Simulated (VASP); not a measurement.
# Ir (Fm-3m) in VASP: a series of runs, part 2 of 2

VASP 6.6.1. The steps go on from the part before.

## 3. Relaxation of volume and atoms at fixed shape, LDA

This run uses another cell than the first one, of 14.06 Å³/atom.

Contents of INCAR:

```
SYSTEM = Ir
  PREC = Accurate
  ENCUT = 600
  EDIFF = 1E-6
  ISMEAR = 0
  SIGMA = 0.1
  LREAL = .False.
  LASPH = .True.
  NELM = 80
  ALGO = Normal
  ISIF = 8
  LWAVE = .False.
  LCHARG = .False.
  GGA = CA
  IBRION = 2
  NSW = 80
  EDIFFG = -0.02
```

Contents of KPOINTS:

```
Automatic mesh
0
Gamma
  10 10 10
  0 0 0
```

Contents of POSCAR:

```
Ir
1.0
    0.0000000000      1.9156000000      1.9156000000
    1.9156000000      0.0000000000      1.9156000000
    1.9156000000      1.9156000000      0.0000000000
Ir
1
Direct
    0.0000000000      0.0000000000      0.0000000000
```

Potentials or basis: VASP PAW LDA potentials, release 64 (Ir).

Launch:

```console
$ cat potpaw_LDA.64/Ir/POTCAR > POTCAR
$ mpirun -np 1 vasp_std > vasp.out
```

OUTCAR:

```text
SYSTEM = Ir
   PREC = Accurate
   ENCUT = 600
   EDIFF = 1E-6
   ISMEAR = 0
   LREAL = .False.
   LASPH = .True.
   NELM = 80
   ISIF = 8
   GGA = CA
   IBRION = 2
   NSW = 80
   EDIFFG = -0.02

 ion  position               nearest neighbor table
   1  0.000  0.000  0.000-

  LATTYP: Found a face centered cubic cell.
 ALAT       =     3.8312000000

  Lattice vectors:

 A1 = (   0.0000000000,   1.9156000000,   1.9156000000)
 A2 = (   1.9156000000,   0.0000000000,   1.9156000000)
 A3 = (   1.9156000000,   1.9156000000,   0.0000000000)

Analysis of symmetry for initial positions (statically):
=====================================================================
 Subroutine PRICEL returns:
 Original cell was already a primitive cell.

 Routine SETGRP: Setting up the symmetry group for a
 face centered cubic supercell.

 Subroutine GETGRP returns: Found 48 space group operations
 (whereof 48 operations were pure point group operations)
 out of a pool of 48 trial point group operations.

The static configuration has the point symmetry O_h .

Analysis of symmetry for dynamics (positions and initial velocities):
=====================================================================
 Subroutine PRICEL returns:
 Original cell was already a primitive cell.

 Routine SETGRP: Setting up the symmetry group for a
 face centered cubic supercell.

 Subroutine GETGRP returns: Found 48 space group operations
 (whereof 48 operations were pure point group operations)
 out of a pool of 48 trial point group operations.

The dynamic configuration has the point symmetry O_h .

 Subroutine INISYM returns: Found 48 space group operations
 (whereof 48 operations are pure point group operations),
 and found     1 'primitive' translations

----------------------------------------------------------------------------------------

                                     Primitive cell

  volume of cell :      14.0587

  direct lattice vectors                    reciprocal lattice vectors
     0.000000000  1.915600000  1.915600000    -0.261014826  0.261014826  0.261014826
     1.915600000  0.000000000  1.915600000     0.261014826 -0.261014826  0.261014826
     1.915600000  1.915600000  0.000000000     0.261014826  0.261014826 -0.261014826

  length of vectors
     2.709067500  2.709067500  2.709067500     0.452090940  0.452090940  0.452090940

  position of ions in fractional coordinates (direct lattice)
     0.000000000  0.000000000  0.000000000

  ion indices of the primitive-cell ions
   primitive index   ion index
                 1           1

----------------------------------------------------------------------------------------

 KPOINTS: Automatic mesh

Automatic generation of k-mesh.
 Grid dimensions read from file:
 generate k-points for:   10   10   10

 Generating k-lattice:

  Cartesian coordinates                     Fractional coordinates (reciprocal lattice)
    -0.026101483  0.026101483  0.026101483     0.100000000  0.000000000  0.000000000
     0.026101483 -0.026101483  0.026101483     0.000000000  0.100000000  0.000000000
     0.026101483  0.026101483 -0.026101483     0.000000000  0.000000000  0.100000000

  Length of vectors
[... 43 lines left out ...]
   NGX,Y,Z   is equivalent  to a cutoff of  14.73, 14.73, 14.73 a.u.
   NGXF,Y,Z  is equivalent  to a cutoff of  29.46, 29.46, 29.46 a.u.
 SYSTEM =  Ir
   PREC   = accura    normal or accurate (medium, high low for compatibility)
   ISTART =      0    job   : 0-new  1-cont  2-samecut
   ICHARG =      2    charge: 1-file 2-atom 10-const
   ISPIN  =      1    spin polarized calculation?
   LNONCOLLINEAR =      F non collinear calculations
   LSORBIT =      F    spin-orbit coupling
   LASPH  =      T    aspherical Exc in radial PAW
   ENCUT  =  600.0 eV  44.10 Ry    6.64 a.u.   5.41  5.41  5.41*2*pi/ulx,y,z
   NELM   =     80;   NELMIN=  2; NELMDL= -5     # of ELM steps
   EDIFF  = 0.1E-05   stopping-criterion for ELM
   LREAL  =      F    real-space projection
   EDIFFG = -.2E-01   stopping-criterion for IOM
   NSW    =     80    number of steps for IOM
   IBRION =      2    ionic relax: 0-MD 1-quasi-New 2-CG
   NFREE  =      1    steps in history (QN), initial steepest desc. (CG)
   ISIF   =      8    stress and relaxation
   ISYM   =      2    0-nonsym 1-usesym 2-fastsym
   POTIM  = 0.5000    time-step for ionic-motion
   TEBEG  =    0.0;   TEEND  =   0.0 temperature during run
   PSTRESS=    0.0 pullay stress
   NELECT =       9.0000    total number of electrons
   NUPDOWN=      -1.0000    fix difference up-down
   EMIN   =  10.00;   EMAX   =-10.00  energy-range for DOS
   EFERMI =   0.00;   METHOD = LEGACY
   ISMEAR =     0;   SIGMA  =   0.10  broadening in eV -4-tet -1-fermi 0-gaus
   EFERMI_NEDOS =   21; number of points for ismear=-14 and -15
   IALGO  =     38    algorithm
   IMIX   =      4    mixing-type and parameters
     AMIX     =   0.40;   BMIX     =  1.00
     AMIX_MAG =   1.60;   BMIX_MAG =  1.00
  volume/ion in A,a.u.               =      14.06        94.87
  Fermi-wavevector in a.u.,A,eV,Ry     =   1.410937  2.666284 27.085691  1.990742
  Thomas-Fermi vector in A             =   2.532839
   LORBIT       =      0    0 simple, 1 ext, 2 COOP (PROOUT), +10 PAW based schemes
   GGA     = CA    functional components
   LHFCALC =     F    Hartree Fock is set to
   AEXX    =    0.0000 exact exchange contribution
   IVDW    =     0    specifies the selected vdW correction
   LEPSILON=     F    determine dielectric tensor
   LRPA    =     F    only Hartree local field effects (RPA)
 conjugate gradient relaxation of ions
 non-spin polarized calculation
 Gauss-broadening in eV      SIGMA  =   0.10
  energy-cutoff  :      600.00
  volume of cell :       14.06
 maximum number of plane-waves:       495
 NGX is ok and might be reduce to    24
   NGX = 11   NGY = 11   NGZ = 11

--------------------------------------- Ionic step        1  -------------------------------------------

 number of electron       9.0000000 magnetization

 Free energy of the ion-electron system (eV)
  ---------------------------------------------------
  ext. energy  EPLUGINS =         0.00000000
  ---------------------------------------------------
  free energy    TOTEN  =       -10.33013926 eV

  energy without entropy =      -10.32433846  energy(sigma->0) =      -10.32723886

------------------------ aborting loop because EDIFF is reached ----------------------------------------

  FORCE on cell =-STRESS in cart. coord.  units (eV):
  Direction    XX          YY          ZZ          XY          YZ          ZX
  --------------------------------------------------------------------------------------
  -------------------------------------------------------------------------------------
  Total       -0.3177488     -0.3177488     -0.3177488      0.0000000     -0.0000000      0.0000000
  in kB      -36.2117898    -36.2117898    -36.2117898      0.0000000     -0.0000000      0.0000000
  external PRESSURE =     -36.2117898 kB  Pullay stress =       0.0000000 kB
[... 57 lines left out ...]
--------------------------------------- Ionic step        3  -------------------------------------------

 number of electron       9.0000000 magnetization

 Free energy of the ion-electron system (eV)
  ---------------------------------------------------
  ext. energy  EPLUGINS =         0.00000000
  ---------------------------------------------------
  free energy    TOTEN  =       -10.33159814 eV

  energy without entropy =      -10.32586044  energy(sigma->0) =      -10.32872929

 E-fermi :  10.6560     XC(G=0): -14.2277

 val. band max:       10.6296392912   @ k =  -0.3000   0.3000   0.1000
 cond. band min:      10.6820084400   @ k =  -0.4000   0.5000   0.1000
 fundamental gap:      0.0523691487
 Fermi energy:        10.6560128201

 k-point     1 :       0.0000    0.0000    0.0000
  band No.  band energies     occupation
      1      -0.6894      2.00000
      2       6.5688      2.00000
      3       6.5688      2.00000
      4       6.5688      2.00000
      5       9.3695      2.00000
      6       9.3695      2.00000
      7      24.8894      0.00000
      8      30.5271      0.00000
[... 243 lines left out ...]
 k-point    24 :       0.4000    0.3000    0.0000
  band No.  band energies     occupation
      1       3.1189      2.00000
      2       3.8256      2.00000
      3       7.8765      2.00000
      4       9.6955      2.00000
      5      11.3867      0.00000
      6      11.4169      0.00000
      7      23.5632      0.00000
      8      25.8172      0.00000

 [... further k-points ...]

------------------------ aborting loop because EDIFF is reached ----------------------------------------

  FORCE on cell =-STRESS in cart. coord.  units (eV):
  Direction    XX          YY          ZZ          XY          YZ          ZX
  --------------------------------------------------------------------------------------
  -------------------------------------------------------------------------------------
  Total       -0.0053223     -0.0053223     -0.0053223     -0.0000000     -0.0000000     -0.0000000
  in kB       -0.6120260     -0.6120260     -0.6120260     -0.0000000     -0.0000000     -0.0000000
  external PRESSURE =      -0.6120260 kB  Pullay stress =       0.0000000 kB
[... 16 lines left out ...]
  FREE ENERGIE OF THE ION-ELECTRON SYSTEM (eV)
  ---------------------------------------------------
  free  energy   TOTEN  =       -10.3315981403 eV

  energy  without entropy=      -10.3258604364  energy(sigma->0) =      -10.32872929

 reached required accuracy - stopping structural energy minimisation
```

OSZICAR:

```text
N       E                     dE             d eps       ncg     rms          rms(c)
DAV:   1     0.463655844832E+02    0.46366E+02   -0.48567E+03   752   0.115E+03
[... 21 lines left out ...]
DAV:   1    -0.103985429799E+02   -0.92221E-01   -0.26960E+00   800   0.284E+01    0.254E+00
DAV:   2    -0.103380525737E+02    0.60490E-01   -0.15834E-01   808   0.568E+00    0.105E+00
DAV:   3    -0.103316100917E+02    0.64425E-02   -0.28278E-02   920   0.221E+00    0.308E-01
DAV:   4    -0.103315743555E+02    0.35736E-04   -0.44296E-04   968   0.191E-01    0.689E-02
DAV:   5    -0.103315948029E+02   -0.20447E-04   -0.34371E-05  1016   0.583E-02    0.102E-02
DAV:   6    -0.103315981288E+02   -0.33259E-05   -0.13664E-06   848   0.764E-03    0.396E-04
DAV:   7    -0.103315981403E+02   -0.11497E-07   -0.24727E-08   408   0.205E-03
   3 F= -.10331598E+02 E0= -.10328729E+02  d E =-.145888E-02
```

Wall time 23 s (1 thread of Intel Xeon 8259CL, shared host); peak memory 0.16 GiB.

Results:

```
Free energy                           : -10.3316 eV
Relaxed volume                        : 13.93 Å³/atom
Relaxed cell                          : a = 2.701 Å, b = 2.701 Å, c = 2.701 Å, α = 60.00°, β = 60.00°, γ = 60.00°
Space group after relaxing (to 0.1 Å) : Fm-3m (No. 225)
Energy gained by relaxing             : 1.5 meV/atom
Ionic steps                           : 3
Pressure after relaxing               : -0.1 GPa
Band gap on the k mesh                : zero (an odd number of electrons rules out a gap without spin polarisation)
```

The path:
```
step  energy change (eV)  largest force (eV/Å)  pressure (GPa)  volume (Å³)
   1              0.0000                0.0000           -3.62        14.06
   2              0.0238                0.0000           16.54        13.42
   3             -0.0015                0.0000           -0.06        13.93
```

Final structure:
```cif
data_structure
_symmetry_space_group_name_H-M 'P 1'
_symmetry_Int_Tables_number 1
_cell_length_a 2.7010
_cell_length_b 2.7010
_cell_length_c 2.7010
_cell_angle_alpha 60.000
_cell_angle_beta 60.000
_cell_angle_gamma 60.000
_cell_volume 13.93
loop_
_atom_site_label
_atom_site_type_symbol
_atom_site_fract_x
_atom_site_fract_y
_atom_site_fract_z
_atom_site_occupancy
Ir1 Ir 0.00000 0.00000 0.00000 1
```

Caveat: spin-orbit coupling is left out, which moves the levels of the heavy elements.
